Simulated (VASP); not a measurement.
Crystal: B.

```
CELL_PARAMETERS angstrom
1.64743 0.00000 0.00000
0.59763 2.17751 0.00000
0.52929 0.88678 2.47533
ATOMIC_POSITIONS crystal
B 0.50000 0.50000 0.50000
```

The cell was generated, and may not be a known phase.

```yaml
Program: VASP 6.6.1
Task: relaxation of cell and atoms
Functional: PBE
Potentials_or_basis: VASP PAW PBE potentials, release 64 (B)
Cutoff: 600 eV
k_mesh: 10 × 8 × 8
Occupations: gaussian, width 0.1 eV
Spin: no spin polarisation
```

At the start: pressure -12.3 GPa; volume 8.88 Å³/atom.

Task: How do energy, volume and symmetry change on relaxing?

Result: Over 20 steps the energy falls by 248.4 meV/atom and the volume is 7.41 Å³/atom (-16.5 %); space group P-1 (No. 2, to 0.1 Å) before, C2/m (No. 12, to 0.1 Å).

The path:
```
step  energy change (eV)  largest force (eV/Å)  pressure (GPa)  volume (Å³)
   1              0.0000                0.0000          -12.32         8.88
   2              0.0557                0.0000           27.47         8.00
   3             -0.0429                0.0000            0.65         8.53
   4             -0.0898                0.0000           -0.37         8.40
   5             -0.0700                0.0000            0.63         7.92
   6             -0.1163                0.0000           -0.12         8.21
   7             -0.1458                0.0000           -2.31         8.13
   8             -0.2007                0.0000           -5.09         7.93
   9             -0.1560                0.0000           -4.48         7.35
  10             -0.2204                0.0000           -6.72         7.77
  11             -0.2355                0.0000           -2.41         7.62
  12             -0.2384                0.0000            1.66         7.49
  13             -0.2386                0.0000            0.77         7.52
  14             -0.2430                0.0000           -0.12         7.52
  15             -0.2459                0.0000           -2.59         7.52
  16             -0.2464                0.0000           -1.91         7.52
  17             -0.2473                0.0000           -0.40         7.47
  18             -0.2474                0.0000            0.30         7.45
  19             -0.2481                0.0000           -0.05         7.43
  20             -0.2484                0.0000           -0.35         7.41
```

Final structure:
```yaml
crystal:
  lattice:
    - [1.61285, 0.08263, 0.09478]
    - [0.71906, 1.88922, -0.25796]
    - [0.75615, 0.41730, 2.46485]
  atoms:
    - { symbol: B, position: [0.50000, 0.50000, 0.50000] }
```

Caveat: the k points lie up to 0.45 Å⁻¹ apart in the final cell, too coarse for converged energies and pressures of a metal; the volume moved by over 15 % at a fixed basis, so the end points are rough.
